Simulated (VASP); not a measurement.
# Mo (I4/mmm) in VASP: further runs

Mo is run at these levels: PBEsol; tasks: single point.

Program: VASP 6.6.1. These are calculated values, not measurements. Logs are shortened: lines on timing, memory, paths and dates and some standing lists are left out, and cuts for length are marked.

### Step 1. The cell of the first run

It takes space group I4/mmm (No. 139, tetragonal). Conventional cell: a = 3.129 Å, b = 3.129 Å, c = 3.192 Å, α = 90.00°, β = 90.00°, γ = 90.00°. Within 3.6 Å of Mo (site symmetry 4/mmm) lie 14 Mo at 2.73 to 3.19 Å.

### Step 2. Single point, PBEsol (strain +0.0200 x Voigt [0, 1, 0, 0, 0, 0])

The input, INCAR:

```
SYSTEM = Mo
  PREC = Accurate
  ENCUT = 520
  EDIFF = 1E-7
  ISMEAR = 0
  SIGMA = 0.15
  LREAL = .FALSE.
  LASPH = .TRUE.
  NELM = 60
  ALGO = Fast
  ISIF = 2
  LWAVE = .FALSE.
  LCHARG = .FALSE.
  GGA = PS
  NBANDS = 13
```

The input, KPOINTS:

```
regular mesh
0
G
  26 26 26
  0 0 0
```

The input, POSCAR:

```
Mo
1.0
   -1.5646534271      1.5959464956      1.5646534271
    1.5646534271     -1.5959464956      1.5646534271
    1.5646534271      1.5959464956     -1.5646534271
Mo
1
Direct
    0.0000000000      0.0000000000      0.0000000000
```

Potentials or basis: VASP PAW PBE potentials, release 64 (Mo_sv).

Started as:

```bash
> cat potpaw_PBE.64/Mo_sv/POTCAR > POTCAR
> mpirun -np 1 vasp_std > vasp.out
```

OUTCAR:

```text
SYSTEM = Mo
   PREC = Accurate
   ENCUT = 520
   EDIFF = 1E-7
   ISMEAR = 0
   LREAL = .FALSE.
   LASPH = .TRUE.
   NELM = 60
   ISIF = 2
   GGA = PS

 ion  position               nearest neighbor table
   1  0.000  0.000  0.000-

  LATTYP: Found a body centered tetragonal cell.
 ALAT       =     3.1293068542
 C/A-ratio  =     1.0200000000

  Lattice vectors:

 A1 = (  -1.5646534271,  -1.5959464956,   1.5646534271)
 A2 = (   1.5646534271,  -1.5959464956,  -1.5646534271)
 A3 = (   1.5646534271,   1.5959464956,   1.5646534271)

Analysis of symmetry for initial positions (statically):
=====================================================================
 Subroutine PRICEL returns:
 Original cell was already a primitive cell.

 Routine SETGRP: Setting up the symmetry group for a
 body centered tetragonal supercell.

 Subroutine GETGRP returns: Found 16 space group operations
 (whereof 16 operations were pure point group operations)
 out of a pool of 16 trial point group operations.

The static configuration has the point symmetry D_4h.

Analysis of symmetry for dynamics (positions and initial velocities):
=====================================================================
 Subroutine PRICEL returns:
 Original cell was already a primitive cell.

 Routine SETGRP: Setting up the symmetry group for a
 body centered tetragonal supercell.

 Subroutine GETGRP returns: Found 16 space group operations
 (whereof 16 operations were pure point group operations)
 out of a pool of 16 trial point group operations.

The dynamic configuration has the point symmetry D_4h.

 Subroutine INISYM returns: Found 16 space group operations
 (whereof 16 operations are pure point group operations),
 and found     1 'primitive' translations

----------------------------------------------------------------------------------------

                                     Primitive cell

  volume of cell :      15.6284

  direct lattice vectors                    reciprocal lattice vectors
    -1.564653427  1.595946496  1.564653427     0.000000000  0.313293711  0.319559585
     1.564653427 -1.595946496  1.564653427     0.319559585  0.000000000  0.319559585
     1.564653427  1.595946496 -1.564653427     0.319559585  0.313293711  0.000000000

  length of vectors
     2.728245940  2.728245940  2.728245940     0.447516790  0.451925499  0.447516790

  position of ions in fractional coordinates (direct lattice)
     0.000000000  0.000000000  0.000000000

  ion indices of the primitive-cell ions
   primitive index   ion index
                 1           1

----------------------------------------------------------------------------------------

 KPOINTS: regular mesh

Automatic generation of k-mesh.
 Grid dimensions read from file:
 generate k-points for:   26   26   26

 Generating k-lattice:

  Cartesian coordinates                     Fractional coordinates (reciprocal lattice)
     0.000000000  0.012049758  0.012290753     0.038461538  0.000000000  0.000000000
     0.012290753  0.000000000  0.012290753     0.000000000  0.038461538  0.000000000
     0.012290753  0.012049758  0.000000000     0.000000000  0.000000000  0.038461538

  Length of vectors
     0.017212184  0.017381750  0.017212184

  Shift w.r.t. Gamma in fractional coordinates (k-lattice)
     0.000000000  0.000000000  0.000000000

 Subroutine IBZKPT returns following result:
 ===========================================

 Found   1330 irreducible k-points:

 Following reciprocal coordinates:
            Coordinates               Weight
  0.000000  0.000000  0.000000      1.000000
  0.038462  0.000000  0.000000      8.000000
  0.076923  0.000000  0.000000      8.000000
  0.115385  0.000000  0.000000      8.000000
  0.153846  0.000000  0.000000      8.000000
  0.192308  0.000000 -0.000000      8.000000
[... 16 lines left out ...]
  0.307692  0.038462  0.000000     16.000000
  0.346154  0.038462 -0.000000     16.000000
 [... further k-points ...]
   k-points           NKPTS =   1330   k-points in BZ     NKDIM =   1330   number of bands    NBANDS=     13
   number of dos      NEDOS =    301   number of ions     NIONS =      1
   total plane-waves  NPLWV =   8000
   dimension x,y,z NGX =    20 NGY =   20 NGZ =   20
   dimension x,y,z NGXF=    40 NGYF=   40 NGZF=   40
   ions per type =               1
   NGX,Y,Z   is equivalent  to a cutoff of  12.19, 12.19, 12.19 a.u.
   NGXF,Y,Z  is equivalent  to a cutoff of  24.37, 24.37, 24.37 a.u.
 SYSTEM =  Mo
   PREC   = accura    normal or accurate (medium, high low for compatibility)
   ISTART =      0    job   : 0-new  1-cont  2-samecut
   ICHARG =      2    charge: 1-file 2-atom 10-const
   ISPIN  =      1    spin polarized calculation?
   LNONCOLLINEAR =      F non collinear calculations
   LSORBIT =      F    spin-orbit coupling
   LASPH  =      T    aspherical Exc in radial PAW
   ENCUT  =  520.0 eV  38.22 Ry    6.18 a.u.   5.07  5.07  5.07*2*pi/ulx,y,z
   NELM   =     60;   NELMIN=  2; NELMDL= -5     # of ELM steps
   EDIFF  = 0.1E-06   stopping-criterion for ELM
   LREAL  =      F    real-space projection
   EDIFFG = 0.1E-05   stopping-criterion for IOM
   NSW    =      0    number of steps for IOM
   IBRION =     -1    ionic relax: 0-MD 1-quasi-New 2-CG
   NFREE  =      0    steps in history (QN), initial steepest desc. (CG)
   ISIF   =      2    stress and relaxation
   ISYM   =      2    0-nonsym 1-usesym 2-fastsym
   POTIM  = 0.5000    time-step for ionic-motion
   TEBEG  =    0.0;   TEEND  =   0.0 temperature during run
   PSTRESS=    0.0 pullay stress
   NELECT =      14.0000    total number of electrons
   NUPDOWN=      -1.0000    fix difference up-down
   EMIN   =  10.00;   EMAX   =-10.00  energy-range for DOS
   EFERMI =   0.00;   METHOD = LEGACY
   ISMEAR =     0;   SIGMA  =   0.15  broadening in eV -4-tet -1-fermi 0-gaus
   EFERMI_NEDOS =   21; number of points for ismear=-14 and -15
   IALGO  =     68    algorithm
   IMIX   =      4    mixing-type and parameters
     AMIX     =   0.40;   BMIX     =  1.00
     AMIX_MAG =   1.60;   BMIX_MAG =  1.00
  volume/ion in A,a.u.               =      15.63       105.47
  Fermi-wavevector in a.u.,A,eV,Ry     =   1.578142  2.982255 33.885730  2.490531
  Thomas-Fermi vector in A             =   2.678717
   LORBIT       =      0    0 simple, 1 ext, 2 COOP (PROOUT), +10 PAW based schemes
   GGA     = PS    functional components
   LHFCALC =     F    Hartree Fock is set to
   AEXX    =    0.0000 exact exchange contribution
   IVDW    =     0    specifies the selected vdW correction
   LEPSILON=     F    determine dielectric tensor
   LRPA    =     F    only Hartree local field effects (RPA)
 non-spin polarized calculation
 RMM-DIIS sequential band-by-band and
 Gauss-broadening in eV      SIGMA  =   0.15
  energy-cutoff  :      520.00
  volume of cell :       15.63
 maximum number of plane-waves:       438
   NGX = 11   NGY = 11   NGZ = 11

 number of electron      14.0000001 magnetization

 Free energy of the ion-electron system (eV)
  ---------------------------------------------------
  ext. energy  EPLUGINS =         0.00000000
  ---------------------------------------------------
  free energy    TOTEN  =       -11.77409565 eV

  energy without entropy =      -11.76750225  energy(sigma->0) =      -11.77079895

 E-fermi :  12.4552     XC(G=0): -13.5297

 val. band max:       12.4523724408   @ k =  -0.3077   0.3077   0.1538
 cond. band min:      12.4642395571   @ k =  -0.2692   0.3462   0.1154
 fundamental gap:      0.0118671163
 Fermi energy:        12.4551697685

 k-point     1 :       0.0000    0.0000    0.0000
  band No.  band energies     occupation
      1     -48.7248      2.00000
      2     -22.0157      2.00000
      3     -22.0094      2.00000
      4     -22.0094      2.00000
      5       5.1821      2.00000
      6      11.0308      2.00000
      7      11.0308      2.00000
      8      11.2550      2.00000
      9      13.9670      0.00000
     10      14.2562      0.00000
     11      27.0308      0.00000
     12      27.4075      0.00000
     13      27.4075      0.00000

 k-point     2 :       0.0385    0.0000    0.0000
  band No.  band energies     occupation
      1     -48.7210      2.00000
      2     -22.0350      2.00000
      3     -22.0160      2.00000
      4     -22.0122      2.00000
      5       5.2480      2.00000
      6      11.0265      2.00000
      7      11.0347      2.00000
      8      11.2757      2.00000
      9      13.9238      0.00000
     10      14.2412      0.00000
     11      27.1248      0.00000
     12      27.4993      0.00000
     13      27.5177      0.00000

 k-point     3 :       0.0769    0.0000    0.0000
  band No.  band energies     occupation
      1     -48.7099      2.00000
      2     -22.0992      2.00000
      3     -22.0355      2.00000
      4     -22.0128      2.00000
      5       5.4413      2.00000
      6      10.9734      2.00000
      7      11.0090      2.00000
      8      11.4134      2.00000
      9      13.7978      0.00000
     10      14.2167      0.00000
     11      27.3399      0.00000
     12      27.7954      0.00000
     13      27.8439      0.00000

 k-point     4 :       0.1154    0.0000    0.0000
  band No.  band energies     occupation
      1     -48.6921      2.00000
      2     -22.2017      2.00000
      3     -22.0667      2.00000
      4     -22.0132      2.00000
      5       5.7479      2.00000
      6      10.8242      2.00000
      7      10.9676      2.00000
      8      11.6985      2.00000
      9      13.6297      0.00000
     10      14.2041      0.00000
     11      27.5662      0.00000
     12      28.2635      0.00000
     13      28.3732      0.00000

 k-point     5 :       0.1538    0.0000    0.0000
  band No.  band energies     occupation
      1     -48.6685      2.00000
      2     -22.3352      2.00000
      3     -22.1075      2.00000
      4     -22.0137      2.00000
      5       6.1412      2.00000
      6      10.6219      2.00000
      7      10.8974      2.00000
      8      12.1054      1.99902
      9      13.4892      0.00000
     10      14.2072      0.00000
     11      27.7231      0.00000
     12      28.7372      0.00000
     13      29.0872      0.00000

 k-point     6 :       0.1923    0.0000   -0.0000
  band No.  band energies     occupation
      1     -48.6405      2.00000
      2     -22.4907      2.00000
      3     -22.1554      2.00000
      4     -22.0143      2.00000
      5       6.5764      2.00000
      6      10.3906      2.00000
      7      10.8220      2.00000
      8      12.6183      0.12416
      9      13.4280      0.00000
     10      14.2281      0.00000
     11      27.7029      0.00000
     12      28.9879      0.00000
     13      29.9637      0.00000

 k-point     7 :       0.2308    0.0000    0.0000
  band No.  band energies     occupation
      1     -48.6096      2.00000
      2     -22.6585      2.00000
      3     -22.2075      2.00000
      4     -22.0149      2.00000
      5       6.9836      2.00000
      6      10.1490      2.00000
      7      10.8121      2.00000
      8      13.2223      0.00000
      9      13.4588      0.00000
     10      14.2690      0.00000
     11      27.4260      0.00000
     12      28.8279      0.00000
     13      30.9790      0.00000
[... 193 lines left out ...]
 k-point    20 :       0.1923    0.0385   -0.0000
  band No.  band energies     occupation
      1     -48.6228      2.00000
      2     -22.5837      2.00000
      3     -22.1800      2.00000
      4     -22.0240      2.00000
      5       6.8375      2.00000
      6      10.2712      2.00000
      7      10.7385      2.00000
      8      12.9772      0.00000
      9      13.4025      0.00000
     10      14.2840      0.00000
     11      27.6860      0.00000
     12      28.9734      0.00000
     13      30.3894      0.00000

 k-point    21 :       0.2308    0.0385    0.0000
  band No.  band energies     occupation
      1     -48.5913      2.00000
      2     -22.7508      2.00000
      3     -22.2343      2.00000
      4     -22.0248      2.00000
      5       7.1989      2.00000
      6      10.0311      2.00000
      7      10.7930      2.00000
      8      13.4458      0.00000
      9      13.6380      0.00000
     10      14.3571      0.00000
     11      27.2875      0.00000
     12      28.5666      0.00000
     13      31.4040      0.00000

 k-point    22 :       0.2692    0.0385    0.0000
  band No.  band energies     occupation
      1     -48.5597      2.00000
      2     -22.9151      2.00000
      3     -22.2883      2.00000
      4     -22.0256      2.00000
      5       7.4109      2.00000
      6       9.8035      2.00000
      7      11.0493      2.00000
      8      13.5697      0.00000
      9      14.3464      0.00000
     10      14.4453      0.00000
     11      26.7205      0.00000
     12      27.8184      0.00000
     13      32.5160      0.00000

 k-point    23 :       0.3077    0.0385    0.0000
  band No.  band energies     occupation
      1     -48.5298      2.00000
      2     -23.0675      2.00000
      3     -22.3387      2.00000
      4     -22.0263      2.00000
      5       7.4592      2.00000
      6       9.5996      2.00000
      7      11.5184      2.00000
      8      13.7302      0.00000
      9      14.5428      0.00000
     10      15.0911      0.00000
     11      26.1026      0.00000
     12      26.9022      0.00000
     13      33.4047      0.00000

 k-point    24 :       0.3462    0.0385   -0.0000
  band No.  band energies     occupation
      1     -48.5033      2.00000
      2     -23.1997      2.00000
      3     -22.3828      2.00000
      4     -22.0268      2.00000
      5       7.4018      2.00000
      6       9.4278      2.00000
      7      12.1193      1.99846
      8      13.9030      0.00000
      9      14.6439      0.00000
     10      15.8268      0.00000
     11      25.5239      0.00000
     12      25.9567      0.00000
     13      32.1702      0.00000

 [... further k-points ...]
[... 5 lines left out ...]
  --------------------------------------------------------------------------------------
  -------------------------------------------------------------------------------------
  Total       -0.2555655     -0.8527663     -0.2555655      0.0000000      0.0000000      0.0000000
  in kB      -26.1998132    -87.4230583    -26.1998132      0.0000000      0.0000000      0.0000000
  external PRESSURE =     -46.6075615 kB  Pullay stress =       0.0000000 kB

 VOLUME and BASIS-vectors are now :
 -----------------------------------------------------------------------------
  energy-cutoff  :      520.00
  volume of cell :       15.63
      direct lattice vectors                 reciprocal lattice vectors
    -1.564653427  1.595946496  1.564653427     0.000000000  0.313293711  0.319559585
     1.564653427 -1.595946496  1.564653427     0.319559585  0.000000000  0.319559585
     1.564653427  1.595946496 -1.564653427     0.319559585  0.313293711  0.000000000

 POSITION                                       TOTAL-FORCE (eV/Angst)
 -----------------------------------------------------------------------------------
      0.00000      0.00000      0.00000        -0.000000     -0.000000      0.000000
 -----------------------------------------------------------------------------------
    total drift:                                0.000000     -0.000000      0.000000

  FREE ENERGIE OF THE ION-ELECTRON SYSTEM (eV)
  ---------------------------------------------------
  free  energy   TOTEN  =       -11.7740956510 eV

  energy  without entropy=      -11.7675022510  energy(sigma->0) =      -11.77079895
```

Wall time 3.5 min (1 thread of AMD EPYC 7R43 (Zen 3), shared host); peak memory 0.3 GiB.

Results:

| Property | Result |
| --- | --- |
| Free energy | -11.7741 eV |
| Pressure | -4.7 GPa |
| Band gap on the k mesh | zero (band 7 reaches 16.43 eV, above the bottom of band 8 at 11.24 eV) |

Caveat: the cell differs from its parent crystal (strain +0.0200 x Voigt [0, 1, 0, 0, 0, 0]); the PAW data sets were made with another functional, which shifts forces and pressure a little.

### Step 3. Single point, PBEsol (strain +0.0300 x Voigt [0, 1, 0, 0, 0, 0])

The input, INCAR:

```
SYSTEM = Mo
PREC = Accurate
ENCUT = 520
EDIFF = 1E-6
ISMEAR = 0
SIGMA = 0.15
LREAL = .FALSE.
LASPH = .TRUE.
NELM = 60
ALGO = Fast
ISIF = 2
LWAVE = .FALSE.
LCHARG = .FALSE.
GGA = PS
NBANDS = 13
```

KPOINTS is that of step 2.

The input, POSCAR:

```
Mo
1.0
   -1.5646534271      1.6115930299      1.5646534271
    1.5646534271     -1.6115930299      1.5646534271
    1.5646534271      1.6115930299     -1.5646534271
Mo
1
Direct
    0.0000000000      0.0000000000      0.0000000000
```

Potentials or basis: VASP PAW PBE potentials, release 64 (Mo_sv).

Started as:

```bash
> cat potpaw_PBE.64/Mo_sv/POTCAR > POTCAR
> mpirun -np 1 vasp_std > vasp.out
```

Run time: 3 min. Hardware: 1 thread of AMD EPYC 7R43 (Zen 3), shared host; peak memory 0.31 GiB.

Results (log left out):

```yaml
Free_energy: -11.7638 eV
Pressure: -7.1 GPa
Band_gap_on_the_k_mesh: zero (band 7 reaches 16.20 eV, above the bottom of band 8 at 11.14 eV)
```

Stress tensor (GPa, compression positive):
```
 -4.12   0.00   0.00
  0.00 -12.94   0.00
  0.00   0.00  -4.12
```

Levels at points of the mesh, in eV from the Fermi level:
```tsv
k point	band 3	band 4	band 5	band 6	band 7	band 8	band 9	band 10	band 11	band 12
(0.00, 0.00, 0.00)	-34.49	-34.49	-7.24	-1.44	-1.44	-1.11	1.42	1.84	14.45	15.00
(0.50, 0.00, 0.00)	-34.91	-34.49	-5.27	-3.23	1.46	1.51	2.29	4.69	11.40	11.97
(0.00, 0.50, 0.00)	-34.95	-34.52	-5.31	-3.58	1.74	1.95	2.44	4.77	11.69	11.86
(0.50, 0.50, 0.50)	-35.40	-35.40	-5.42	-5.34	3.90	4.01	4.01	8.45	9.22	9.22
```

Caveat: the cell differs from its parent crystal (strain +0.0300 x Voigt [0, 1, 0, 0, 0, 0]); the PAW data sets were made with another functional, which shifts forces and pressure a little.
